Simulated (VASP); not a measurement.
Set up this calculation in VASP 6.6.1, as the native input.

```
Task                   : relaxation of cell and atoms
Functional             : PBE
Potentials or basis    : VASP PAW PBE potentials, release 64 (Ge_d, Sb, O)
Cutoff                 : 600 eV
k mesh                 : 3 × 3 × 6
Occupations            : gaussian, width 0.1 eV
Spin                   : no spin polarisation
Dipole correction      : no
Further INCAR settings : ALGO = Normal; EDIFF = 1e-07; IBRION = 2; EDIFFG = -0.04; NSW = 90; ISIF = 3
```

The structure of Ge2SbO3 lies in POSCAR:

```
Ge2SbO3
1.0
    6.4549071761      0.0000000000      0.0000000000
   -3.2274535880      5.5901135935      0.0000000000
    0.0000000000      0.0000000000      2.8831343829
Ge Sb O
2 1 3
Direct
    0.3333333333      0.6666666667      0.5000000000
    0.6666666667      0.3333333333      0.5000000000
    0.0000000000      0.0000000000      0.5000000000
    0.5000000000      0.0000000000      0.5000000000
    0.0000000000      0.5000000000      0.5000000000
    0.5000000000      0.5000000000      0.5000000000
```

The cell was generated, and may not be a known phase.

The input as run:

INCAR

```
SYSTEM = Ge2SbO3
PREC     = Accurate       ! precision mode
ENCUT    = 600            ! plane-wave cutoff, eV
EDIFF    = 1E-7           ! SCF threshold, eV
ISMEAR   = 0              ! smearing method
SIGMA    = 0.1            ! smearing width, eV
LREAL    = .FALSE.        ! projectors in reciprocal space
LASPH    = .TRUE.         ! aspherical terms in the spheres
NELM     = 60             ! most SCF steps
ALGO     = Normal         ! electronic algorithm
ISIF     = 3              ! what is computed and relaxed
LWAVE    = .FALSE.        ! write WAVECAR
LCHARG   = .FALSE.        ! write CHGCAR
GGA      = PE             ! functional
IBRION   = 2              ! ionic algorithm
NSW      = 90             ! ionic steps
EDIFFG   = -0.04          ! ionic threshold
```

KPOINTS

```
regular mesh
0
G
  3 3 6
  0 0 0
```

Potentials or basis: VASP PAW PBE potentials, release 64 (Ge_d, Sb, O).

Run with:

```sh
$ cat potpaw_PBE.64/Ge_d/POTCAR potpaw_PBE.64/Sb/POTCAR potpaw_PBE.64/O/POTCAR > POTCAR
$ mpirun -np 1 vasp_std > vasp.out
```

It gave:

| Property | Result |
| --- | --- |
| Relaxed volume | 18.20 Å³/atom |
| Relaxed cell | a = 6.437 Å, b = 6.437 Å, c = 3.043 Å, α = 90.00°, β = 90.00°, γ = 120.00° |
| Space group after relaxing (to 0.1 Å) | P6/mmm (No. 191) |
| Energy gained by relaxing | 18.0 meV/atom |
| Ionic steps | 5 |
| Pressure after relaxing | 0.1 GPa |
| Band gap on the k mesh | zero (an odd number of electrons rules out a gap without spin polarisation) |

Caveat: the k points lie up to 0.38 Å⁻¹ apart in the final cell, too coarse for converged energies and pressures of a metal; spin-orbit coupling is left out, which moves the levels of the heavy elements; an odd number of electrons without spin polarisation forces a metal; a magnetic or distorted state may lie lower.

Run time: 4.9 min on 1 thread of Oxide Virtual Turin-like Processor, on a shared host, peak memory 0.25 GiB.
